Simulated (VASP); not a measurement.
Wanted: the native input for a VASP 6.6.1 run.

| Quantity | Value |
| --- | --- |
| Task | single point |
| Functional | PBEsol |
| Potentials or basis | VASP PAW PBE potentials, release 64 (Al) |
| Cutoff | 500 eV |
| k mesh | 9 × 9 × 9 |
| Occupations | fermi-dirac, width 0.1 eV |
| Spin | no spin polarisation |
| Dipole correction | no |
| Further INCAR settings | ALGO = Normal; EDIFF = 1e-06; NBANDS = 8 |

The structure of Al lies in POSCAR:

```
Al
1.0
   -1.5491072794      1.5491072794      1.5491072794
    1.5491072794     -1.5491072794      1.5491072794
    1.5491072794      1.5491072794     -1.5491072794
Al
1
Direct
    0.0000000000      0.0000000000      0.0000000000
```

This isn't the form of Al at room conditions, which is fcc.

One way to write it, as run:

INCAR

```
PREC = Accurate
ENCUT = 500
EDIFF = 1E-6
ISMEAR = -1
SIGMA = 0.1
LREAL = F
LASPH = T
NELM = 120
ALGO = Normal
ISIF = 2
LWAVE = F
LCHARG = T
GGA = PS
LELF = T
LVHAR = T
NBANDS = 8
GGA_COMPAT = F
```

KPOINTS

```
Automatic mesh
0
Gamma
  9 9 9
```

Potentials or basis: VASP PAW PBE potentials, release 64 (Al).

Run with:

```console
$ cat potpaw_PBE.64/Al/POTCAR > POTCAR
$ mpirun -np 1 vasp_std > vasp.out
```

Results of the run:

The pressure is 10.1 GPa. The band gap on the k mesh is zero (an odd number of electrons rules out a gap without spin polarisation).

Caveat: the cell stands under pressure; the PAW data sets were made with another functional, which shifts forces and pressure a little.

Wall time 1.9 s on 1 thread of Intel(R) Xeon(R) 6975P-C (Granite Rapids) (shared host), peak memory 0.12 GiB.
